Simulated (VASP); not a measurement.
NaI: single point with PBE+D3(BJ)

The system is NaI.

```
CELL_PARAMETERS angstrom
-2.21451 2.21451 8.36377
2.21451 -2.21451 8.36377
2.21451 2.21451 -8.36377
ATOMIC_POSITIONS crystal
Na 0.25000 0.75000 0.50000
Na 0.50000 0.50000 0.00000
I 0.75000 0.25000 0.50000
I 0.00000 0.00000 0.00000
```

```
Program                : VASP 6.6.1
Task                   : single point
Functional             : PBE
Dispersion             : D3(BJ)
Potentials or basis    : VASP PAW PBE potentials, release 64 (Na_pv, I)
Cutoff                 : 520 eV
k mesh                 : 2 × 2 × 2
Occupations            : gaussian, width 0.1 eV
Spin                   : no spin polarisation
Dipole correction      : no
Further INCAR settings : ALGO = Normal; EDIFF = 1e-06; NBANDS = 22
```

```json
{
 "Pressure": "0.2 GPa",
 "Band gap on the k mesh": "3.06 eV, direct",
 "Dispersion energy per atom": "-0.202 eV"
}
```

Stress tensor (GPa, compression positive):
```
 0.77  0.00  0.00
 0.00  0.77  0.00
 0.00  0.00 -1.02
```

Levels at points of the mesh, in eV from the valence-band top:
| k point | band 12 | band 13 | band 14 | band 15 | band 16 | band 17 |
| --- | --- | --- | --- | --- | --- | --- |
| (0.00, 0.00, 0.00) | -0.28 | -0.28 | 0.00 | 3.06 | 4.69 | 6.00 |
| (0.50, 0.00, 0.00) | -0.21 | -0.18 | -0.10 | 4.71 | 5.28 | 5.96 |
| (0.50, 0.50, 0.00) | -1.50 | -0.22 | -0.22 | 4.21 | 4.22 | 6.33 |
| (0.50, 0.50, 0.50) | -0.40 | -0.18 | -0.18 | 3.99 | 3.99 | 6.30 |

Wall time 59 s on 1 thread of AMD EPYC 7R13 Processor (Zen 3) (shared host), peak memory 0.56 GiB.

Caveat: the k points lie up to 1.00 Å⁻¹ apart; three body term missing; spin-orbit coupling is left out, which moves the levels of the heavy elements. As with any semilocal functional, this PBE gap is likely too small.
